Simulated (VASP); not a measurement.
# B3As5 in VASP: a series of runs, part 2 of 2

VASP 6.6.1. Earlier steps stand in the parts before.

## Step 3: Single point, PBE

This run uses another cell than the first one, of 16.87 Å³/atom.

INCAR

```
SYSTEM = B3As5
  PREC = Accurate
  ENCUT = 520
  EDIFF = 1E-6
  ISMEAR = 0
  SIGMA = 0.2
  LREAL = .False.
  LASPH = .True.
  NELM = 80
  ALGO = Normal
  ISIF = 2
  LWAVE = .False.
  LCHARG = .False.
  GGA = PE
  NBANDS = 27
```

KPOINTS

```
regular mesh
0
Gamma
  5 5 2
  0 0 0
```

POSCAR

```
B3As5
1.0
    3.4616344780      0.0000000000      0.0000000000
   -1.7308172390      2.9978633965      0.0000000000
    0.0000000000      0.0000000000     13.0032094752
B As
3 5
Direct
    0.3333333333      0.6666666667      0.0414322361
    0.6666666667      0.3333333333      0.2559725375
    0.0000000000      0.0000000000      0.7086983123
    0.0000000000      0.0000000000     -0.0082933945
    0.3333333333      0.6666666667      0.2047401546
    0.6666666667      0.3333333333      0.4189978390
    0.3333333333      0.6666666667      0.7513372957
    0.0000000000      0.0000000000      0.5316150193
```

Potentials or basis: VASP PAW PBE potentials, release 64 (B, As).

Run with:

```
$ cat potpaw_PBE.64/B/POTCAR potpaw_PBE.64/As/POTCAR > POTCAR
$ mpirun -np 1 vasp_std > vasp.out
```

OUTCAR:

```text
SYSTEM = B3As5
   PREC = Accurate
   ENCUT = 520
   EDIFF = 1E-6
   ISMEAR = 0
   LREAL = .False.
   LASPH = .True.
   NELM = 80
   ISIF = 2
   GGA = PE

 ion  position               nearest neighbor table
   1  0.333  0.667  0.041-   4 2.10   4 2.10   4 2.10   5 2.12
   2  0.667  0.333  0.256-   5 2.11   5 2.11   5 2.11   6 2.12
   3  0.000  0.000  0.709-   7 2.07   7 2.07   7 2.07   8 2.30
   4  0.000  0.000  0.992-   1 2.10   1 2.10   1 2.10
   5  0.333  0.667  0.205-   2 2.11   2 2.11   2 2.11   1 2.12
   6  0.667  0.333  0.419-   2 2.12   8 2.48   8 2.48   8 2.48
[... 498 lines left out ...]
  Total        0.1679564      0.1679564     -0.0755480      0.0000000      0.0000000      0.0000000
  in kB        1.9941767      1.9941767     -0.8969951      0.0000000      0.0000000      0.0000000
  external PRESSURE =       1.0304528 kB  Pullay stress =       0.0000000 kB

 VOLUME and BASIS-vectors are now :
 -----------------------------------------------------------------------------
  energy-cutoff  :      520.00
  volume of cell :      134.94
      direct lattice vectors                 reciprocal lattice vectors
     3.461634478  0.000000000  0.000000000     0.288880876  0.166785451  0.000000000
    -1.730817239  2.997863397  0.000000000     0.000000000  0.333570903  0.000000000
     0.000000000  0.000000000 13.003209475     0.000000000  0.000000000  0.076904091

 POSITION                                       TOTAL-FORCE (eV/Angst)
 -----------------------------------------------------------------------------------
     -0.00000      1.99858      0.53875        -0.000000      0.000000      0.045358
      1.73082      0.99929      3.32846         0.000000     -0.000000     -0.026438
      0.00000      0.00000      9.21535         0.000000      0.000000      0.032558
      0.00000      0.00000     12.89537        -0.000000      0.000000     -0.023093
     -0.00000      1.99858      2.66228        -0.000000      0.000000     -0.003623
      1.73082      0.99929      5.44832         0.000000      0.000000     -0.069076
     -0.00000      1.99858      9.76980        -0.000000     -0.000000     -0.041916
      0.00000      0.00000      6.91270        -0.000000      0.000000      0.086230
 -----------------------------------------------------------------------------------
    total drift:                                0.000000     -0.000000     -0.000112

  FREE ENERGIE OF THE ION-ELECTRON SYSTEM (eV)
  ---------------------------------------------------
  free  energy   TOTEN  =       -40.9487243042 eV

  energy  without entropy=      -40.8830327248  energy(sigma->0) =      -40.91587851
```

OSZICAR:

```text
N       E                     dE             d eps       ncg     rms          rms(c)
DAV:   1     0.107522748339E+03    0.10752E+03   -0.13866E+04   540   0.107E+03
DAV:   2    -0.334818643551E+02   -0.14100E+03   -0.13315E+03   680   0.174E+02
DAV:   3    -0.427903741053E+02   -0.93085E+01   -0.91362E+01   718   0.430E+01
DAV:   4    -0.429256052898E+02   -0.13523E+00   -0.13469E+00   712   0.526E+00
DAV:   5    -0.429276244828E+02   -0.20192E-02   -0.20155E-02   728   0.572E-01    0.871E+00
DAV:   6    -0.411068675954E+02    0.18208E+01   -0.59825E+00   765   0.120E+01    0.451E+00
DAV:   7    -0.410299597845E+02    0.76908E-01   -0.30096E+00   711   0.653E+00    0.290E+00
DAV:   8    -0.409513220326E+02    0.78638E-01   -0.52113E-01   725   0.328E+00    0.122E+00
DAV:   9    -0.409481360834E+02    0.31859E-02   -0.68016E-02   693   0.126E+00    0.256E-01
DAV:  10    -0.409484754721E+02   -0.33939E-03   -0.63230E-03   696   0.391E-01    0.105E-01
DAV:  11    -0.409486119069E+02   -0.13643E-03   -0.11153E-03   661   0.158E-01    0.482E-02
DAV:  12    -0.409486990359E+02   -0.87129E-04   -0.23312E-04   696   0.702E-02    0.216E-02
DAV:  13    -0.409487186857E+02   -0.19650E-04   -0.28004E-05   704   0.272E-02    0.101E-02
DAV:  14    -0.409487236249E+02   -0.49391E-05   -0.82557E-06   621   0.141E-02    0.260E-03
DAV:  15    -0.409487243042E+02   -0.67937E-06   -0.10113E-06   472   0.510E-03
   1 F= -.40948724E+02 E0= -.40915879E+02  d E =-.656916E-01
```

stdout:

```text
POSCAR found type information on POSCAR B As
 POSCAR found :  2 types and       8 ions
 scaLAPACK will be used
 LDA part: xc-table for (Slater+PW92), standard interpolation
 POSCAR, INCAR and KPOINTS ok, starting setup
 FFT: planning ... GRIDC
 FFT: planning ... GRID_SOFT
 FFT: planning ... GRID
 WAVECAR not read
 entering main loop
```

It took 87 s on 1 thread of Intel Xeon 8259CL, shared host; peak memory 0.26 GiB.

Results:

```yaml
Free_energy: -40.9487 eV
Pressure: 0.1 GPa
Largest_force: 0.086 eV/Å
Band_gap_on_the_k_mesh: zero (bands 17 and 18 overlap by 1.17 eV)
```

Forces in eV/Å, atoms in the order of the input:
```
B    0.000  0.000  0.045
B    0.000  0.000 -0.026
B    0.000  0.000  0.033
As   0.000  0.000 -0.023
As   0.000  0.000 -0.004
As   0.000  0.000 -0.069
As   0.000  0.000 -0.042
As   0.000  0.000  0.086
```

Stress tensor (GPa, compression positive):
```
 0.20  0.00  0.00
 0.00  0.20  0.00
 0.00  0.00 -0.09
```

Caveat: the k points lie up to 0.42 Å⁻¹ apart, too coarse for converged energies and pressures of a metal; this functional lacks dispersion, which binds layers or chains, so the pressure and a relaxed spacing across them are unreliable.

## Step 4: Single point, PBE

This run uses another cell than the first one, of 15.98 Å³/atom.

INCAR

```
PREC     = Accurate       # precision mode
ENCUT    = 520            # plane-wave cutoff, eV
EDIFF    = 1E-7           # SCF threshold, eV
ISMEAR   = 0              # smearing method
SIGMA    = 0.2            # smearing width, eV
LREAL    = False          # projectors in reciprocal space
LASPH    = True           # aspherical terms in the spheres
NELM     = 100            # most SCF steps
ALGO     = Normal         # electronic algorithm
ISIF     = 2              # what is computed and relaxed
LWAVE    = False          # write WAVECAR
LCHARG   = False          # write CHGCAR
GGA      = PE             # functional
NBANDS   = 27             # bands
```

KPOINTS

```
Automatic mesh
0
Gamma
  6 6 2
```

POSCAR

```
B3As5
1.0
    3.4536334550      0.0000000000      0.0000000000
   -1.7268167275      2.9909343074      0.0000000000
    0.0000000000      0.0000000000     12.3794284113
B As
3 5
Direct
    1.0000000000      1.0000000000      0.4789992645
    0.3333333333      0.6666666667      0.0315428499
    0.6666666667      0.3333333333      0.2553862972
    0.6666666667      0.3333333333      0.4243927776
    1.0000000000      1.0000000000      0.9751658061
    0.3333333333      0.6666666667      0.2003766231
    1.0000000000      1.0000000000      0.6485985691
    0.3333333333      0.6666666667      0.7670378125
```

Potentials or basis: VASP PAW PBE potentials, release 64 (B, As).

Run with:

```
$ cat potpaw_PBE.64/B/POTCAR potpaw_PBE.64/As/POTCAR > POTCAR
$ mpirun -np 1 vasp_std > vasp.out
```

OUTCAR:

```text
PREC = Accurate
   ENCUT = 520
   EDIFF = 1E-7
   ISMEAR = 0
   LREAL = False
   LASPH = True
   NELM = 100
   ISIF = 2
   GGA = PE

 ion  position               nearest neighbor table
   1  0.000  0.000  0.479-   7 2.10   4 2.11   4 2.11   4 2.11
   2  0.333  0.667  0.032-   6 2.09   5 2.11   5 2.11   5 2.11
   3  0.667  0.333  0.255-   4 2.09   6 2.11   6 2.11   6 2.11
   4  0.667  0.333  0.424-   3 2.09   1 2.11   1 2.11   1 2.11
[... 623 lines left out ...]
  -------------------------------------------------------------------------------------
  Total        0.5978198      0.5978198      0.2640942      0.0000000      0.0000000      0.0000000
  in kB        7.4902649      7.4902649      3.3089160      0.0000000      0.0000000      0.0000000
  external PRESSURE =       6.0964819 kB  Pullay stress =       0.0000000 kB

 VOLUME and BASIS-vectors are now :
 -----------------------------------------------------------------------------
  energy-cutoff  :      520.00
  volume of cell :      127.87
      direct lattice vectors                 reciprocal lattice vectors
     3.453633455  0.000000000  0.000000000     0.289550125  0.167171843  0.000000000
    -1.726816727  2.990934307  0.000000000     0.000000000  0.334343686  0.000000000
     0.000000000  0.000000000 12.379428411     0.000000000  0.000000000  0.080779174

 POSITION                                       TOTAL-FORCE (eV/Angst)
 -----------------------------------------------------------------------------------
      0.00000      0.00000      5.92974         0.000000      0.000000     -0.010703
     -0.00000      1.99396      0.39048         0.000000      0.000000     -0.010019
      1.72682      0.99698      3.16154         0.000000      0.000000     -0.001191
      1.72682      0.99698      5.25374        -0.000000      0.000000      0.007168
      0.00000      0.00000     12.07200         0.000000      0.000000     -0.023294
     -0.00000      1.99396      2.48055        -0.000000     -0.000000      0.016425
      0.00000      0.00000      8.02928         0.000000      0.000000      0.030356
     -0.00000      1.99396      9.49549         0.000000     -0.000000     -0.008742
 -----------------------------------------------------------------------------------
    total drift:                                0.000000     -0.000000      0.000775

  FREE ENERGIE OF THE ION-ELECTRON SYSTEM (eV)
  ---------------------------------------------------
  free  energy   TOTEN  =       -42.2710631373 eV

  energy  without entropy=      -42.2445278416  energy(sigma->0) =      -42.25779549
```

OSZICAR:

```text
N       E                     dE             d eps       ncg     rms          rms(c)
DAV:   1     0.106972999356E+03    0.10697E+03   -0.13994E+04   756   0.108E+03
DAV:   2    -0.359479439254E+02   -0.14292E+03   -0.13582E+03   968   0.175E+02
DAV:   3    -0.442137800967E+02   -0.82658E+01   -0.81687E+01   996   0.414E+01
DAV:   4    -0.443075628809E+02   -0.93783E-01   -0.93439E-01  1008   0.454E+00
DAV:   5    -0.443086683313E+02   -0.11055E-02   -0.11050E-02   953   0.475E-01    0.888E+00
DAV:   6    -0.423590137460E+02    0.19497E+01   -0.43650E+00  1007   0.104E+01    0.428E+00
DAV:   7    -0.422897014810E+02    0.69312E-01   -0.14020E+00   920   0.480E+00    0.205E+00
DAV:   8    -0.422696689987E+02    0.20032E-01   -0.71996E-02   982   0.152E+00    0.483E-01
DAV:   9    -0.422705976517E+02   -0.92865E-03   -0.16777E-02   997   0.680E-01    0.102E-01
DAV:  10    -0.422708356142E+02   -0.23796E-03   -0.14460E-03   923   0.186E-01    0.744E-02
DAV:  11    -0.422710199395E+02   -0.18433E-03   -0.35735E-04   920   0.906E-02    0.239E-02
DAV:  12    -0.422710547647E+02   -0.34825E-04   -0.44843E-05   965   0.344E-02    0.119E-02
DAV:  13    -0.422710613274E+02   -0.65628E-05   -0.10842E-05   965   0.166E-02    0.441E-03
DAV:  14    -0.422710629142E+02   -0.15868E-05   -0.31175E-06   880   0.910E-03    0.133E-03
DAV:  15    -0.422710630703E+02   -0.15612E-06   -0.14904E-07   821   0.189E-03    0.489E-04
DAV:  16    -0.422710631373E+02   -0.66991E-07   -0.40751E-08   496   0.105E-03
   1 F= -.42271063E+02 E0= -.42257795E+02  d E =-.265353E-01
```

Wall time 2 min (1 thread of Intel Xeon 8259CL, shared host); peak memory 0.26 GiB.

What came out:

```yaml
Free_energy: -42.2711 eV
Pressure: 0.6 GPa
Largest_force: 0.030 eV/Å
Band_gap_on_the_k_mesh: zero (bands 17 and 18 overlap by 0.86 eV)
```

Forces on the atoms (eV/Å):
```
B    0.000  0.000 -0.011
B    0.000  0.000 -0.010
B    0.000  0.000 -0.001
As   0.000  0.000  0.007
As   0.000  0.000 -0.023
As   0.000  0.000  0.016
As   0.000  0.000  0.030
As   0.000  0.000 -0.009
```

## Step 5: Single point, PBE

This run uses another cell than the first one, of 16.02 Å³/atom.

INCAR

```
ALGO     = Normal         # electronic algorithm
EDIFF    = 1E-6           # SCF threshold, eV
ENCUT    = 520            # plane-wave cutoff, eV
GGA      = PE             # functional
ISIF     = 2              # what is computed and relaxed
ISMEAR   = 0              # smearing method
LASPH    = True           # aspherical terms in the spheres
LCHARG   = False          # write CHGCAR
LREAL    = False          # projectors in reciprocal space
LWAVE    = False          # write WAVECAR
NBANDS   = 27             # bands
NELM     = 80             # most SCF steps
PREC     = Accurate       # precision mode
SIGMA    = 0.2            # smearing width, eV
```

KPOINTS

```
k-points
0
Gamma
  6 6 2
```

POSCAR

```
B3As5
1.0
    3.4587703611      0.0000945423      0.0004436691
   -1.7293090591      2.9956039334     -0.0006701650
    0.0015745391     -0.0021751063     12.3706476573
B As
3 5
Direct
    0.9999038974      1.0000246726      0.4790426594
    0.3334962199      0.6662599809      0.0315296444
    0.6667121850      0.3331148398      0.2554520992
    0.6665939776      0.3333024146      0.4245330928
    1.0001777267      0.9995619906      0.9752921119
    0.3333947904      0.6663999345      0.2005331101
    0.9998684468      1.0005535901      0.6486671107
    0.3331860896      0.6674492436      0.7664501717
```

Run with:

```
$ cat potpaw_PBE.64/B/POTCAR potpaw_PBE.64/As/POTCAR > POTCAR
$ mpirun -np 1 vasp_std > vasp.out
```

It took 4.5 min on 1 thread of Intel Xeon 8259CL, shared host; peak memory 0.31 GiB.

The run converged. Its results:

```
Free energy            : -42.2720 eV
Pressure               : 0.5 GPa
Largest force          : 0.075 eV/Å
Band gap on the k mesh : zero (bands 17 and 18 overlap by 0.83 eV)
```

Forces in eV/Å, atoms in the order of the input:
```
B    0.001  0.000 -0.008
B    0.000  0.001 -0.002
B   -0.001  0.000  0.001
As   0.000  0.000  0.000
As  -0.001  0.000 -0.034
As   0.000  0.000  0.006
As   0.000  0.000 -0.037
As   0.000 -0.001  0.075
```

Levels at points of the mesh, in eV from the Fermi level:
```tsv
k point	band 14	band 15	band 16	band 17	band 18	band 19	band 20	band 21
(0.00, 0.00, 0.00)	-0.75	-0.54	-0.54	-0.49	1.70	2.27	2.28	2.28
(0.50, 0.00, 0.00)	-3.35	-3.03	-2.14	-1.82	0.21	0.64	1.19	2.11
(0.00, 0.50, 0.00)	-3.35	-3.03	-2.14	-1.82	0.21	0.64	1.19	2.11
(0.50, 0.50, 0.00)	-3.35	-3.03	-2.14	-1.82	0.22	0.64	1.19	2.11
(0.00, 0.00, 0.50)	-0.98	-0.36	-0.36	0.65	1.72	2.16	2.22	2.22
(0.50, 0.00, 0.50)	-2.99	-2.75	-2.31	-1.59	-0.08	1.11	1.25	1.90
(0.00, 0.50, 0.50)	-2.99	-2.75	-2.31	-1.59	-0.08	1.11	1.25	1.90
(0.50, 0.50, 0.50)	-3.00	-2.75	-2.31	-1.59	-0.07	1.11	1.25	1.90
```

## Step 6: Relaxation of cell and atoms, PBE

This run uses another cell than the first one, of 16.46 Å³/atom.

INCAR

```
  ALGO = Normal
  EDIFF = 1E-6
  EDIFFG = -0.08
  ENCUT = 600
  GGA = PE
  IBRION = 2
  ISIF = 3
  ISMEAR = 0
  LASPH = T
  LCHARG = F
  LREAL = F
  LWAVE = F
  NELM = 80
  NSW = 36
  PREC = Accurate
  SIGMA = 0.2
```

KPOINTS

```
k-points
0
Gamma
  5 5 2
```

POSCAR

```
B3As5
1.0
    3.4200000000      0.0000000000      0.0000000000
   -1.7100000000      2.9618068800      0.0000000000
    0.0000000000      0.0000000000     13.0000000000
B As
3 5
Direct
    0.0000000000      0.0000000000      0.4700000000
    0.3333333300      0.6666666700      0.0500000000
    0.6666666700      0.3333333300      0.2600000000
    0.6666666700      0.3333333300      0.4200000000
    0.0000000000      0.0000000000      0.0000000000
    0.3333333300      0.6666666700      0.2100000000
    0.0000000000      0.0000000000      0.6300000000
    0.3333333300      0.6666666700      0.7415000000
```

Potentials or basis: VASP PAW PBE potentials, release 64 (B, As).

Run with:

```
$ cat potpaw_PBE.64/B/POTCAR potpaw_PBE.64/As/POTCAR > POTCAR
$ mpirun -np 1 vasp_std > vasp.out
```

Wall time 14 min (1 thread of Intel Xeon 8259CL, shared host); peak memory 0.3 GiB.

It converged, with:

```
Free energy                           : -42.1847 eV
Relaxed volume                        : 16.12 Å³/atom
Relaxed cell                          : a = 3.473 Å, b = 3.473 Å, c = 12.350 Å, α = 90.00°, β = 90.00°, γ = 120.00°
Space group after relaxing (to 0.1 Å) : P3m1 (No. 156)
Energy gained by relaxing             : 35.3 meV/atom
Ionic steps                           : 16
Pressure after relaxing               : 0.1 GPa
Largest force after relaxing          : 0.062 eV/Å
Band gap on the k mesh                : zero (bands 17 and 18 overlap by 0.48 eV)
```

Forces on the atoms (eV/Å):
```
B    0.000  0.000 -0.062
B    0.000  0.000  0.030
B    0.000  0.000  0.023
As   0.000  0.000 -0.023
As   0.000  0.000  0.019
As   0.000  0.000  0.033
As   0.000  0.000 -0.029
As   0.000  0.000  0.009
```

Stress tensor (GPa, compression positive):
```
0.00 0.00 0.00
0.00 0.00 0.00
0.00 0.00 0.17
```

Step by step:
```
step  energy change (eV)  largest force (eV/Å)  pressure (GPa)  volume (Å³)
   1              0.0000                0.5918            3.51       131.68
   2             -0.0479                0.5415           -2.24       138.67
   3             -0.0647                0.4414           -0.43       136.23
   4             -0.0792                0.2916           -0.36       136.04
   5             -0.0864                0.5611           -0.23       135.79
   6             -0.0953                0.5672           -0.26       135.57
   7             -0.1210                0.5835           -0.32       134.91
   8             -0.1663                0.6066           -0.39       133.58
   9             -0.2124                0.5881           -0.24       130.92
  10             -0.2409                0.4924           -0.13       130.13
  11             -0.2581                0.4580            0.16       128.86
  12             -0.2715                0.2605            0.17       128.84
  13             -0.2753                0.1894            0.21       128.83
  14             -0.2796                0.1317           -0.07       129.13
  15             -0.2810                0.0940           -0.34       129.42
  16             -0.2823                0.0615            0.06       128.98
```

Final structure:
```
B As
1.0
     3.47270    0.00000    0.00000
    -1.73635    3.00745    0.00000
     0.00000    0.00000   12.34988
B As
3 5
Direct
  0.00000 0.00000 0.47973
  0.33333 0.66667 0.03092
  0.66667 0.33333 0.25539
  0.66667 0.33333 0.42512
  0.00000 0.00000 0.97457
  0.33333 0.66667 0.20044
  0.00000 0.00000 0.64914
  0.33333 0.66667 0.76620
```

Levels at points of the mesh, in eV from the Fermi level:
| k point | band 14 | band 15 | band 16 | band 17 | band 18 | band 19 | band 20 | band 21 |
| --- | --- | --- | --- | --- | --- | --- | --- | --- |
| (0.00, 0.00, 0.00) | -0.84 | -0.55 | -0.55 | -0.49 | 1.61 | 2.19 | 2.19 | 2.19 |
| (0.00, 0.00, 0.50) | -1.06 | -0.38 | -0.38 | 0.61 | 1.64 | 2.09 | 2.14 | 2.14 |

Caveat: the k points lie up to 0.42 Å⁻¹ apart in the final cell; semilocal functionals underestimate gaps, and a narrow one can read as zero; the relaxation stopped at a loose force limit of 0.08 eV/Å, so its end isn't a converged minimum.

## Step 7: Overview

```tsv
task	cell	k mesh	cutoff (eV)	gap on the mesh (eV)	pressure (GPa)	largest force (eV/Å)
single point	a = 3.467, b = 3.467, c = 12.372 Å, angles 90.0, 90.0, 120.0°, 8 atoms, atomic positions A	5 × 5 × 2	520	none	0.4	0.07
single point	a = 3.462, b = 3.462, c = 13.003 Å, angles 90.0, 90.0, 120.0°, 8 atoms, atomic positions B	5 × 5 × 2	520	none	0.1	0.09
single point	a = 3.454, b = 3.454, c = 12.379 Å, angles 90.0, 90.0, 120.0°, 8 atoms, atomic positions C	6 × 6 × 2	520	none	0.6	0.03
single point	a = 3.459, b = 3.459, c = 12.371 Å, angles 90.0, 90.0, 120.0°, 8 atoms, atomic positions D	6 × 6 × 2	520	none	0.5	0.07
relaxation of cell and atoms	relaxed from a = 3.420, b = 3.420, c = 13.000 Å, angles 90.0, 90.0, 120.0°, 8 atoms, atomic positions E	5 × 5 × 2	600	none	0.1	0.06
```

Alike in all rows: level PBE; potentials or basis VASP PAW PBE potentials, release 64 (B, As); no spin polarisation; smearing gaussian 0.2 eV.

Caveats: some runs use coarse meshes; semilocal functionals underestimate gaps, and a narrow one can read as zero (at least some runs); this functional lacks dispersion, which binds layers or chains, so the pressure and a relaxed spacing across them are unreliable (at least some runs); the relaxation stopped at a loose force limit of 0.08 eV/Å, so its end isn't a converged minimum (at least some runs).

Total energies depend on the potentials used, so only differences within one code and one set of settings carry meaning.
